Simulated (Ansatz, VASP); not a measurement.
## One calculation of Ti, two programs

```
CELL_PARAMETERS angstrom
-1.60512 1.52486 1.60512
1.60512 -1.52486 1.60512
1.60512 1.52486 -1.60512
ATOMIC_POSITIONS crystal
Ti 0.00000 0.00000 0.00000
```

Change from the starting cell: strain -0.0500 x Voigt [0, 1, 0, 0, 0, 0], atoms carried along.

Alike in both runs: task single point; functional PBEsol; k mesh 26 × 26 × 26; occupations gaussian, width 0.15 eV; no spin polarisation.

|  | VASP | Ansatz |
| --- | --- | --- |
| version | VASP 6.6.1 | Ansatz 0.2.0 |
| potentials or method | VASP PAW PBE potentials, release 64 (Ti_sv), cutoff 520 eV | scalar-relativistic, plane waves, PAW |
| valence electrons in the cell | 12 | 12 |

|  | VASP | Ansatz | Ansatz less VASP |
| --- | --- | --- | --- |
| gap on the k mesh at the Fermi level (eV) | none | none | - |
| pressure (GPa) | 6.1 | 6.4 | +0.31 |
| traceless stress, the component that is largest in VASP (GPa) | -0.94 | -0.93 | +0.005 |

VASP's potentials were made for PBE, not for PBEsol. A gap of «none» marks a metal or a gap that the smearing closes.
